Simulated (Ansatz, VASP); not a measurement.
## Two plane-wave programs on GaN

File POSCAR:

```
GaN
1.0
    2.6955547957      0.0000000000      0.0000000000
    0.0000000000      2.6955547957      0.0000000000
    0.0000000000      0.0000000000      2.6955547957
Ga N
1 1
Direct
    0.0000000000      0.0000000000      0.0000000000
    0.5000000000      0.5000000000      0.5000000000
```

File INCAR.step1:

```
ALGO = Normal
EDIFF = 1E-4
ENCUT = 520
GGA = PE
ISMEAR = -1
LASPH = T
LCHARG = F
LREAL = F
LWAVE = T
NBANDS = 16
NELM = 100
PREC = Accurate
SIGMA = 0.02
```

File INCAR.step2:

```
ALGO = Normal
EDIFF = 1E-6
ENCUT = 520
ISIF = 2
ISMEAR = -1
ISTART = 1
LASPH = T
LCHARG = T
LELF = T
LMIXTAU = T
LREAL = F
LVHAR = T
LWAVE = F
METAGGA = R2SCAN
NBANDS = 16
NELM = 100
PREC = Accurate
SIGMA = 0.02
```

File KPOINTS:

```
k-points
0
Gamma
  6 6 6
```

Input for Ansatz:

```yaml
crystal:
  lattice:
    - [2.6955547957, 0.0, 0.0]
    - [0.0, 2.6955547957, 0.0]
    - [0.0, 0.0, 2.6955547957]
  atoms:
    - { symbol: Ga, position: [0.0, 0.0, 0.0] }
    - { symbol: "N", position: [0.5, 0.5, 0.5] }
kpoints:
  mp_grid: { grid: [6, 6, 6] }
hamiltonian:
  xc: r2scan
scf:
  occupations: { method: fermi_dirac, width: 0.02 }
  n_extra_bands: 4
output:
  forces: true
  stress: true
  eigenvalues: true
basis:
  ecutwfc: 750
```

Alike in both runs: task single point; functional r2SCAN; k mesh 6 × 6 × 6; occupations fermi-dirac, width 0.02 eV; no spin polarisation.

```csv
,VASP,Ansatz
version,VASP 6.6.1,Ansatz 0.2.0
potentials or method,"VASP PAW PBE potentials, release 64 (Ga_d, N), cutoff 520 eV",plane waves
valence electrons in the cell,18,18
```

Ansatz gave:

| Quantity | Value |
| --- | --- |
| pressure (GPa) | 0.4 |

Task: What did VASP give for the same quantities?

Result: Pressure (GPa): 1.0.

VASP's potentials were made for PBE, not for r2SCAN. With one functional, cell and mesh, what is left measures potentials, basis and numerics.

The k mesh is coarse, so the values compare programs but aren't converged.
